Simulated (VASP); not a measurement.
Crystal: WC2.

```
C W
1.0
    -1.41706    1.41706    3.47434
     1.41706   -1.41706    3.47434
     1.41706    1.41706   -3.47434
C W
2 1
Direct
  0.33506 0.33506 0.00000
  0.66494 0.66494 0.00000
  0.00000 0.00000 0.00000
```

- Program: VASP 6.6.1
- Task: relaxation of cell and atoms
- Functional: PBEsol
- Potentials or basis: VASP PAW PBE potentials, release 64 (C, W_sv)
- Cutoff: 600 eV
- k mesh: 10 × 10 × 10
- Occupations: gaussian, width 0.1 eV
- Spin: no spin polarisation

At the start: pressure -20.8 GPa; volume 9.30 Å³/atom.

How do energy, volume and symmetry change on relaxing?

Over 36 steps the energy falls by 187.5 meV/atom and the volume is 9.05 Å³/atom (-2.7 %); space group I4/mmm (No. 139, to 0.05 Å).

Step by step:
```tsv
step	energy change (eV)	largest force (eV/Å)	pressure (GPa)	volume (Å³)
1	0.0000	0.7008	-20.79	27.91
2	0.3714	0.1177	61.25	23.30
3	-0.1411	0.4329	0.59	26.23
4	-0.1415	0.4188	1.77	26.15
5	-0.1598	0.2876	0.29	26.33
6	-0.1622	0.2639	-0.38	26.41
7	-0.1625	0.2782	-0.65	26.44
8	-0.1734	0.1824	1.02	26.39
9	-0.1742	0.0690	1.96	26.37
10	-0.1744	0.1066	1.68	26.38
11	-0.1784	0.0333	1.44	26.44
12	-0.1849	0.0500	0.89	26.60
13	-0.2001	0.0474	0.21	26.90
14	-0.2247	0.2715	1.08	27.52
15	2.2794	20.4521	46.21	28.75
16	-0.2272	0.2740	0.82	27.54
17	-0.1682	1.8261	5.00	27.92
18	-0.2286	0.3162	0.96	27.57
19	-0.2294	0.4623	1.54	27.65
20	-0.2305	0.5013	1.61	27.66
21	-0.2322	0.6455	1.82	27.72
22	-0.2345	0.6418	1.71	27.72
23	-0.2413	0.6328	1.40	27.73
24	-0.2548	0.6137	0.79	27.74
25	-0.2809	0.5752	-0.40	27.77
26	-0.3295	0.5005	-2.62	27.82
27	-0.4089	0.3564	-6.41	27.92
28	-0.4962	0.0666	-11.42	28.08
29	-0.5132	0.4180	-12.59	28.14
30	-0.5567	0.0791	-4.82	27.52
31	-0.5619	0.1118	-1.02	27.25
32	-0.5619	0.1264	-0.72	27.23
33	-0.5624	0.0478	-0.58	27.19
34	-0.5626	0.0977	-0.27	27.13
35	-0.5626	0.0515	-0.32	27.15
36	-0.5626	0.0424	-0.35	27.16
```

Final structure:
```yaml
crystal:
  lattice:
    - [-1.51247, 1.51247, 2.96787]
    - [1.51247, -1.51247, 2.96787]
    - [1.51247, 1.51247, -2.96787]
  atoms:
    - { symbol: C, position: [0.37851, 0.37851, 0.00000] }
    - { symbol: C, position: [0.62149, 0.62149, 0.00000] }
    - { symbol: W, position: [0.00000, 0.00000, 0.00000] }
```

Caveat: the PAW data sets were made with another functional, which shifts forces and pressure a little; the relaxation stopped at a loose force limit of 0.05 eV/Å, so its end isn't a converged minimum.
